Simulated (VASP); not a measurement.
# Ti (P6_3/mmc) in VASP: further runs

The runs below take Ti through single point, with PBEsol.

Everything below comes from runs of VASP 6.6.1. Logs are shortened: lines on timing, memory, paths and dates and some standing lists are left out, and cuts for length are marked.

## 1. The cell of the first run

The structure is hexagonal, space group P6_3/mmc (No. 194). The conventional cell has a = 2.890 Å, b = 2.890 Å, c = 4.584 Å, α = 90.00°, β = 90.00°, γ = 120.00°. Within 3.7 Å of Ti (site symmetry -6m2) lie 12 Ti at 2.84 to 2.89 Å.

## 2. Single point, PBEsol

Input file INCAR:

```
SYSTEM = Ti
PREC     = Accurate       ! precision mode
ENCUT    = 520            ! plane-wave cutoff, eV
EDIFF    = 1E-6           ! SCF threshold, eV
ISMEAR   = -1             ! smearing method
SIGMA    = 0.15           ! smearing width, eV
LREAL    = .FALSE.        ! projectors in reciprocal space
LASPH    = .TRUE.         ! aspherical terms in the spheres
NELM     = 80             ! most SCF steps
ALGO     = Normal         ! electronic algorithm
ISIF     = 2              ! what is computed and relaxed
LWAVE    = .FALSE.        ! write WAVECAR
LCHARG   = .TRUE.         ! write CHGCAR
GGA      = PS             ! functional
LELF     = .TRUE.         ! ELF
LVHAR    = .TRUE.       
NBANDS   = 19             ! bands
```

Input file KPOINTS:

```
Automatic mesh
0
G
  11 11 6
  0 0 0
```

Input file POSCAR:

```
Ti
1.0
    2.8897790207      0.0000000000      0.0000000000
   -1.4448895104      2.5026221009      0.0000000000
    0.0000000000      0.0000000000      4.5844629888
Ti
2
Direct
    0.3333333333      0.6666666667      0.2500000000
    0.6666666667      0.3333333333      0.7500000000
```

Potentials or basis: VASP PAW PBE potentials, release 64 (Ti_sv).

Run with:

```bash
$ cat potpaw_PBE.64/Ti_sv/POTCAR > POTCAR
$ mpirun -np 1 vasp_std > vasp.out
```

OUTCAR:

```text
SYSTEM = Ti
   PREC = Accurate
   ENCUT = 520
   EDIFF = 1E-6
   ISMEAR = -1
   LREAL = .FALSE.
   LASPH = .TRUE.
   NELM = 80
   ISIF = 2
   GGA = PS

 ion  position               nearest neighbor table
   1  0.333  0.667  0.250-   2 2.84   2 2.84   2 2.84   2 2.84   2 2.84   2 2.84
   2  0.667  0.333  0.750-   1 2.84   1 2.84   1 2.84   1 2.84   1 2.84   1 2.84

  LATTYP: Found a hexagonal cell.
 ALAT       =     2.8897790207
 C/A-ratio  =     1.5864406780

  Lattice vectors:

 A1 = (   2.8897790207,   0.0000000000,   0.0000000000)
 A2 = (  -1.4448895104,   2.5026221009,   0.0000000000)
 A3 = (   0.0000000000,   0.0000000000,   4.5844629888)

Analysis of symmetry for initial positions (statically):
=====================================================================
 Subroutine PRICEL returns:
 Original cell was already a primitive cell.

 Routine SETGRP: Setting up the symmetry group for a
 hexagonal supercell.

 Subroutine GETGRP returns: Found 24 space group operations
 (whereof 12 operations were pure point group operations)
 out of a pool of 24 trial point group operations.

The static configuration has the point symmetry D_3d.
 The point group associated with its full space group is D_6h.

Analysis of symmetry for dynamics (positions and initial velocities):
=====================================================================
 Subroutine PRICEL returns:
 Original cell was already a primitive cell.

 Routine SETGRP: Setting up the symmetry group for a
 hexagonal supercell.

 Subroutine GETGRP returns: Found 24 space group operations
 (whereof 12 operations were pure point group operations)
 out of a pool of 24 trial point group operations.

The dynamic configuration has the point symmetry D_3d.
 The point group associated with its full space group is D_6h.

 Subroutine INISYM returns: Found 24 space group operations
 (whereof 12 operations are pure point group operations),
 and found     1 'primitive' translations

----------------------------------------------------------------------------------------

                                     Primitive cell

  volume of cell :      33.1550

  direct lattice vectors                    reciprocal lattice vectors
     2.889779021  0.000000000  0.000000000     0.346047221  0.199790452  0.000000000
    -1.444889510  2.502622101  0.000000000     0.000000000  0.399580903  0.000000000
     0.000000000  0.000000000  4.584462989     0.000000000  0.000000000  0.218128056

  length of vectors
     2.889779021  2.889779071  4.584462989     0.399580910  0.399580903  0.218128056

  position of ions in fractional coordinates (direct lattice)
     0.333333333  0.666666667  0.250000000
     0.666666667  0.333333333  0.750000000

  ion indices of the primitive-cell ions
   primitive index   ion index
                 1           1
                 2           2

----------------------------------------------------------------------------------------

 KPOINTS: Automatic mesh

Automatic generation of k-mesh.
 Grid dimensions read from file:
 generate k-points for:   11   11    6

 Generating k-lattice:

  Cartesian coordinates                     Fractional coordinates (reciprocal lattice)
     0.031458838  0.018162768  0.000000000     0.090909091 -0.000000000  0.000000000
     0.000000000  0.036325537  0.000000000     0.000000000  0.090909091  0.000000000
     0.000000000  0.000000000  0.036354676     0.000000000  0.000000000  0.166666667

  Length of vectors
     0.036325537  0.036325537  0.036354676

  Shift w.r.t. Gamma in fractional coordinates (k-lattice)
     0.000000000  0.000000000  0.000000000

 Subroutine IBZKPT returns following result:
 ===========================================

 Found     64 irreducible k-points:

 Following reciprocal coordinates:
            Coordinates               Weight
  0.000000  0.000000  0.000000      1.000000
  0.090909 -0.000000  0.000000      6.000000
  0.181818 -0.000000  0.000000      6.000000
  0.272727  0.000000  0.000000      6.000000
  0.363636  0.000000  0.000000      6.000000
  0.454545 -0.000000  0.000000      6.000000
[... 16 lines left out ...]
  0.090909  0.090909  0.166667     12.000000
  0.181818  0.090909  0.166667     24.000000
 [... further k-points ...]
   k-points           NKPTS =     64   k-points in BZ     NKDIM =     64   number of bands    NBANDS=     19
   number of dos      NEDOS =    301   number of ions     NIONS =      2
   total plane-waves  NPLWV =  20736
   dimension x,y,z NGX =    24 NGY =   24 NGZ =   36
   dimension x,y,z NGXF=    48 NGYF=   48 NGZF=   72
   ions per type =               2
   NGX,Y,Z   is equivalent  to a cutoff of  13.81, 13.81, 13.05 a.u.
   NGXF,Y,Z  is equivalent  to a cutoff of  27.61, 27.61, 26.11 a.u.
 SYSTEM =  Ti
   PREC   = accura    normal or accurate (medium, high low for compatibility)
   ISTART =      0    job   : 0-new  1-cont  2-samecut
   ICHARG =      2    charge: 1-file 2-atom 10-const
   ISPIN  =      1    spin polarized calculation?
   LNONCOLLINEAR =      F non collinear calculations
   LSORBIT =      F    spin-orbit coupling
   LASPH  =      T    aspherical Exc in radial PAW
   ENCUT  =  520.0 eV  38.22 Ry    6.18 a.u.   5.37  5.37  8.52*2*pi/ulx,y,z
   NELM   =     80;   NELMIN=  2; NELMDL= -5     # of ELM steps
   EDIFF  = 0.1E-05   stopping-criterion for ELM
   LREAL  =      F    real-space projection
   EDIFFG = 0.1E-04   stopping-criterion for IOM
   NSW    =      0    number of steps for IOM
   IBRION =     -1    ionic relax: 0-MD 1-quasi-New 2-CG
   NFREE  =      0    steps in history (QN), initial steepest desc. (CG)
   ISIF   =      2    stress and relaxation
   ISYM   =      2    0-nonsym 1-usesym 2-fastsym
   POTIM  = 0.5000    time-step for ionic-motion
   TEBEG  =    0.0;   TEEND  =   0.0 temperature during run
   PSTRESS=    0.0 pullay stress
   NELECT =      24.0000    total number of electrons
   NUPDOWN=      -1.0000    fix difference up-down
   EMIN   =  10.00;   EMAX   =-10.00  energy-range for DOS
   EFERMI =   0.00;   METHOD = LEGACY
   ISMEAR =    -1;   SIGMA  =   0.15  broadening in eV -4-tet -1-fermi 0-gaus
   EFERMI_NEDOS =   21; number of points for ismear=-14 and -15
   IALGO  =     38    algorithm
   IMIX   =      4    mixing-type and parameters
     AMIX     =   0.40;   BMIX     =  1.00
     AMIX_MAG =   1.60;   BMIX_MAG =  1.00
  volume/ion in A,a.u.               =      16.58       111.87
  Fermi-wavevector in a.u.,A,eV,Ry     =   1.469927  2.777759 29.397912  2.160686
  Thomas-Fermi vector in A             =   2.585245
   LORBIT       =      0    0 simple, 1 ext, 2 COOP (PROOUT), +10 PAW based schemes
   GGA     = PS    functional components
   LHFCALC =     F    Hartree Fock is set to
   AEXX    =    0.0000 exact exchange contribution
   IVDW    =     0    specifies the selected vdW correction
   LEPSILON=     F    determine dielectric tensor
   LRPA    =     F    only Hartree local field effects (RPA)
 non-spin polarized calculation
  energy-cutoff  :      520.00
  volume of cell :       33.15
 maximum number of plane-waves:       917
 NGX is ok and might be reduce to    24
   NGX = 11   NGY = 11   NGZ = 17

 number of electron      24.0000001 magnetization

 Free energy of the ion-electron system (eV)
  ---------------------------------------------------
  ext. energy  EPLUGINS =         0.00000000
  ---------------------------------------------------
  free energy    TOTEN  =       -16.76148429 eV

  energy without entropy =      -16.58005027  energy(sigma->0) =      -16.67076728

 E-fermi :   8.6654     XC(G=0): -11.8587

 val. band max:        8.6545750527   @ k =   0.3636   0.1818   0.3333
 cond. band min:       8.7053480966   @ k =   0.3636   0.2727   0.3333
 fundamental gap:      0.0507730439
 Fermi energy:         8.6653716106

 k-point     1 :       0.0000    0.0000    0.0000
  band No.  band energies     occupation
      1     -47.8249      2.00000
      2     -47.6573      2.00000
      3     -24.5614      2.00000
      4     -23.8286      2.00000
      5     -23.8286      2.00000
      6     -23.7277      2.00000
[... 11 lines left out ...]
     18      10.4347      0.00002
     19      12.0699      0.00000

 k-point     2 :       0.0909   -0.0000    0.0000
  band No.  band energies     occupation
      1     -47.8149      2.00000
      2     -47.6533      2.00000
      3     -24.5400      2.00000
      4     -23.8727      2.00000
      5     -23.8432      2.00000
      6     -23.7579      2.00000
[... 11 lines left out ...]
     18      10.2989      0.00004
     19      12.1424      0.00000

 k-point     3 :       0.1818   -0.0000    0.0000
  band No.  band energies     occupation
      1     -47.7874      2.00000
      2     -47.6432      2.00000
      3     -24.4795      2.00000
      4     -23.9917      2.00000
      5     -23.8809      2.00000
      6     -23.8774      2.00000
[... 11 lines left out ...]
     18      10.6378      0.00000
     19      12.2858      0.00000

 k-point     4 :       0.2727    0.0000    0.0000
  band No.  band energies     occupation
      1     -47.7493      2.00000
      2     -47.6318      2.00000
      3     -24.3905      2.00000
      4     -24.1491      2.00000
      5     -24.0274      2.00000
      6     -23.9279      2.00000
[... 11 lines left out ...]
     18      11.2686      0.00000
     19      12.4091      0.00000

 k-point     5 :       0.3636    0.0000    0.0000
  band No.  band energies     occupation
      1     -47.7106      2.00000
      2     -47.6249      2.00000
      3     -24.2946      2.00000
      4     -24.2907      2.00000
      5     -24.1597      2.00000
      6     -23.9696      2.00000
[... 11 lines left out ...]
     18      11.9411      0.00000
     19      12.4852      0.00000

 k-point     6 :       0.4545   -0.0000    0.0000
  band No.  band energies     occupation
      1     -47.6836      2.00000
      2     -47.6247      2.00000
      3     -24.3810      2.00000
      4     -24.2364      2.00000
      5     -24.2121      2.00000
      6     -23.9938      2.00000
[... 11 lines left out ...]
     18      12.5190      0.00000
     19      12.9922      0.00000

 k-point     7 :       0.0909    0.0909    0.0000
  band No.  band energies     occupation
      1     -47.7962      2.00000
      2     -47.6463      2.00000
      3     -24.4991      2.00000
      4     -23.9440      2.00000
      5     -23.8950      2.00000
      6     -23.8181      2.00000
[... 11 lines left out ...]
     18      10.5467      0.00001
     19      12.2263      0.00000

 k-point     8 :       0.1818    0.0909    0.0000
  band No.  band energies     occupation
      1     -47.7633      2.00000
      2     -47.6356      2.00000
      3     -24.4241      2.00000
      4     -24.0709      2.00000
      5     -24.0037      2.00000
      6     -23.8883      2.00000
[... 256 lines left out ...]
 k-point    20 :       0.2727    0.0000    0.1667
  band No.  band energies     occupation
      1     -47.7415      2.00000
      2     -47.6398      2.00000
      3     -24.3848      2.00000
      4     -24.1207      2.00000
      5     -24.0601      2.00000
      6     -23.9167      2.00000
[... 11 lines left out ...]
     18      11.1883      0.00000
     19      12.3278      0.00000

 k-point    21 :       0.3636    0.0000    0.1667
  band No.  band energies     occupation
      1     -47.7048      2.00000
      2     -47.6307      2.00000
      3     -24.3789      2.00000
      4     -24.2249      2.00000
      5     -24.1500      2.00000
      6     -23.9571      2.00000
[... 11 lines left out ...]
     18      11.8294      0.00000
     19      12.4028      0.00000

 k-point    22 :       0.4545   -0.0000    0.1667
  band No.  band energies     occupation
      1     -47.6796      2.00000
      2     -47.6286      2.00000
      3     -24.4275      2.00000
      4     -24.2880      2.00000
      5     -24.1337      2.00000
      6     -23.9807      2.00000
[... 11 lines left out ...]
     18      12.4944      0.00000
     19      12.7834      0.00000

 k-point    23 :       0.0909    0.0909    0.1667
  band No.  band energies     occupation
      1     -47.7862      2.00000
      2     -47.6564      2.00000
      3     -24.4573      2.00000
      4     -23.9304      2.00000
      5     -23.9075      2.00000
      6     -23.8499      2.00000
[... 11 lines left out ...]
     18      10.7133      0.00000
     19      12.1951      0.00000

 k-point    24 :       0.1818    0.0909    0.1667
  band No.  band energies     occupation
      1     -47.7548      2.00000
      2     -47.6442      2.00000
      3     -24.4025      2.00000
      4     -24.0557      2.00000
      5     -24.0198      2.00000
      6     -23.9008      2.00000
[... 11 lines left out ...]
     18      11.1543      0.00000
     19      12.2696      0.00000

 [... further k-points ...]
[... 5 lines left out ...]
  --------------------------------------------------------------------------------------
  -------------------------------------------------------------------------------------
  Total        0.2574762      0.2574763      0.2474783     -0.0000000      0.0000000      0.0000000
  in kB       12.4422626     12.4422631     11.9591206     -0.0000000      0.0000000      0.0000000
  external PRESSURE =      12.2812154 kB  Pullay stress =       0.0000000 kB

 VOLUME and BASIS-vectors are now :
 -----------------------------------------------------------------------------
  energy-cutoff  :      520.00
  volume of cell :       33.15
      direct lattice vectors                 reciprocal lattice vectors
     2.889779021  0.000000000  0.000000000     0.346047221  0.199790452  0.000000000
    -1.444889510  2.502622101  0.000000000     0.000000000  0.399580903  0.000000000
     0.000000000  0.000000000  4.584462989     0.000000000  0.000000000  0.218128056

 POSITION                                       TOTAL-FORCE (eV/Angst)
 -----------------------------------------------------------------------------------
     -0.00000      1.66841      1.14612        -0.000000      0.000000      0.000000
      1.44489      0.83421      3.43835         0.000000     -0.000000      0.000000
 -----------------------------------------------------------------------------------
    total drift:                               -0.000000      0.000000     -0.000000

  FREE ENERGIE OF THE ION-ELECTRON SYSTEM (eV)
  ---------------------------------------------------
  free  energy   TOTEN  =       -16.7614842901 eV

  energy  without entropy=      -16.5800502670  energy(sigma->0) =      -16.67076728
```

Run time: 25 s. Hardware: 1 thread of Intel Xeon Platinum 8259CL at 2.50GHz (Skylake/Cascade Lake), shared host; peak memory 0.17 GiB.

Results:

```yaml
Free_energy: -16.7615 eV
Pressure: 1.2 GPa
Band_gap_on_the_k_mesh: zero (band 12 reaches 9.51 eV, above the bottom of band 13 at 8.51 eV)
```

Caveat: the PAW data sets were made with another functional, which shifts forces and pressure a little.

## 3. Single point, PBEsol

This run uses another cell than the first one, of 16.93 Å³/atom, 1.021 times its volume.

Input file INCAR:

```
ALGO     = Normal         # electronic algorithm
EDIFF    = 1E-6           # SCF threshold, eV
ENCUT    = 520            # plane-wave cutoff, eV
GGA      = PS             # functional
ISIF     = 2              # what is computed and relaxed
ISMEAR   = -1             # smearing method
LASPH    = T              # aspherical terms in the spheres
LCHARG   = T              # write CHGCAR
LELF     = T              # ELF
LREAL    = F              # projectors in reciprocal space
LVHAR    = T            
LWAVE    = F              # write WAVECAR
NBANDS   = 19             # bands
NELM     = 100            # most SCF steps
PREC     = Accurate       # precision mode
SIGMA    = 0.15           # smearing width, eV
```

Input file KPOINTS:

```
k-points
0
Gamma
  11 11 6
```

Input file POSCAR:

```
Ti
1.0
    2.9101302477      0.0000000000      0.0000000000
   -1.4550651239      2.5202467809      0.0000000000
    0.0000000000      0.0000000000      4.6167490031
Ti
2
Direct
    0.3333333333      0.6666666667      0.2500000000
    0.6666666667      0.3333333333      0.7500000000
```

Potentials or basis: VASP PAW PBE potentials, release 64 (Ti_sv).

Run with:

```bash
$ cat potpaw_PBE.64/Ti_sv/POTCAR > POTCAR
$ mpirun -np 1 vasp_std > vasp.out
```

It took 28 s on 1 thread of Intel Xeon Platinum 8259CL at 2.50GHz (Skylake/Cascade Lake), shared host; peak memory 0.17 GiB.

Results (log left out):

| Property | Result |
| --- | --- |
| Free energy | -16.7615 eV |
| Pressure | -1.2 GPa |
| Band gap on the k mesh | zero (band 12 reaches 9.27 eV, above the bottom of band 13 at 8.27 eV) |

Stress tensor (GPa, compression positive):
```
-1.19  0.00  0.00
 0.00 -1.19  0.00
 0.00  0.00 -1.30
```

Levels at points of the mesh, in eV from the Fermi level:
| k point | band 9 | band 10 | band 11 | band 12 | band 13 | band 14 | band 15 | band 16 |
| --- | --- | --- | --- | --- | --- | --- | --- | --- |
| (0.00, 0.00, 0.00) | -6.23 | -2.71 | 0.83 | 0.83 | 0.89 | 0.96 | 1.35 | 1.35 |
| (0.00, 0.00, 0.50) | -4.34 | -4.34 | 0.14 | 0.14 | 0.74 | 0.74 | 0.74 | 0.74 |

Caveat: the PAW data sets were made with another functional, which shifts forces and pressure a little.

[end of part 1 of 2]
